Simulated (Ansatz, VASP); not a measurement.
# Two plane-wave programs on Pb

File INCAR:

```
SYSTEM = Pb
  PREC = Accurate
  ENCUT = 520
  EDIFF = 1E-7
  ISMEAR = 0
  SIGMA = 0.020999999999999998
  LREAL = .False.
  LASPH = .True.
  NELM = 80
  ALGO = Normal
  ISIF = 2
  LWAVE = .False.
  LCHARG = .False.
  GGA = PE
  NBANDS = 13
```

The input KPOINTS:

```
Automatic mesh
0
Gamma
  9 9 9
  0 0 0
```

Contents of POSCAR:

```
Pb
1.0
   -1.9796595667      1.9796595667      1.9796595667
    1.9796595667     -1.9796595667      1.9796595667
    1.9796595667      1.9796595667     -1.9796595667
Pb
1
Direct
    0.0000000000      0.0000000000      0.0000000000
```

Contents of input.yaml:

```yaml
crystal:
  lattice:
    - [-1.9796595667, 1.9796595667, 1.9796595667]
    - [1.9796595667, -1.9796595667, 1.9796595667]
    - [1.9796595667, 1.9796595667, -1.9796595667]
  atoms:
    - { symbol: Pb, position: [0.0, 0.0, 0.0] }
hamiltonian:
  xc: pbe
  pseudopotentials: { kind: paw }
kpoints:
  mp_grid: { grid: [9, 9, 9] }
scf:
  occupations: { method: gaussian, width: 0.021 }
output:
  forces: true
  stress: true
  eigenvalues: true
```

Alike in both runs: task single point; functional PBE; k mesh 9 × 9 × 9; occupations gaussian, width 0.021 eV; no spin polarisation.

|  | VASP | Ansatz |
| --- | --- | --- |
| version | VASP 6.6.1 | Ansatz 0.2.0 |
| potentials or method | VASP PAW PBE potentials, release 64 (Pb_d) | Ansatz PAW |
| plane-wave cutoff (eV) | 520 | 420 |
| valence electrons in the cell | 14 | 14 |

VASP gave:

| Item | Value |
| --- | --- |
| gap on the k mesh at the Fermi level (eV) | none |
| pressure (GPa) | 0.6 |

**Question.** What did Ansatz give for the same quantities?

**Answer.** gap on the k mesh at the Fermi level (eV): none; pressure (GPa): 0.7.

A gap of «none» marks a metal or a gap that the smearing closes.

Neither program's run includes spin-orbit coupling.
